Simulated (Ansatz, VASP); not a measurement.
Ti in VASP and in Ansatz

Contents of INCAR:

```
SYSTEM = Ti
PREC = Accurate
ENCUT = 520
EDIFF = 1E-7
ISMEAR = -1
SIGMA = 0.05
LREAL = .FALSE.
LASPH = .TRUE.
NELM = 60
ALGO = Normal
ISIF = 2
LWAVE = .FALSE.
LCHARG = .FALSE.
GGA = PS
NBANDS = 19
```

The input KPOINTS:

```
Automatic mesh
0
G
  14 14 8
  0 0 0
```

File POSCAR:

```
Ti
1.0
    3.0089978176      0.0000000000      0.0000000000
   -1.5044989088      2.6058685500      0.0000000000
    0.0000000000      0.0000000000      4.6860000000
Ti
2
Direct
    0.3333333333      0.6666666667      0.2500000000
    0.6666666667      0.3333333333      0.7500000000
```

Input for Ansatz:

```yaml
crystal:
  lattice:
    - [3.0089978176, 0.0, 0.0]
    - [-1.5044989088, 2.60586855, 0.0]
    - [0.0, 0.0, 4.686]
  atoms:
    - { symbol: Ti, position: [0.3333333333, 0.6666666667, 0.25] }
    - { symbol: Ti, position: [0.6666666667, 0.3333333333, 0.75] }
kpoints:
  mp_grid: { grid: [14, 14, 8] }
  band_path:
    path:
      - [0.0, 0.0, 0.0]
      - [0.5, 0.0, 0.0]
      - [0.3333333333, 0.3333333333, 0.0]
      - [0.0, 0.0, 0.0]
      - [0.0, 0.0, 0.5]
      - [0.5, 0.0, 0.5]
      - [0.3333333333, 0.3333333333, 0.5]
      - [0.0, 0.0, 0.5]
      - [0.5, 0.0, 0.5]
    npoints: 5
scf:
  occupations: { method: fermi_dirac, width: 0.05 }
hamiltonian:
  xc: pbesol
  pseudopotentials: { kind: all_electron, lapw: { basis_error: 0.00025 } }
output:
  forces: true
  stress: true
  eigenvalues: true
```

Change from the starting cell: equal xx and yy strain of +2 %.

Alike in both runs: task single point; functional PBEsol; k mesh 14 × 14 × 8; occupations fermi-dirac, width 0.05 eV; no spin polarisation.

|  | VASP | Ansatz |
| --- | --- | --- |
| version | VASP 6.6.1 | Ansatz 0.2.0 |
| potentials or method | VASP PAW PBE potentials, release 64 (Ti_sv), cutoff 520 eV | all-electron LAPW, scalar-relativistic |

Ansatz gave:

```
pressure (GPa)                                                : -9.4
traceless stress, the component that is largest in VASP (GPa) : 0.88
```

Question: What did VASP give for the same quantities?

Answer: Pressure (GPa): -9.6; traceless stress, the component that is largest in VASP (GPa): 0.87.

VASP's potentials were made for PBE, not for PBEsol. Ansatz ran all-electron here, and VASP with PAW potentials.
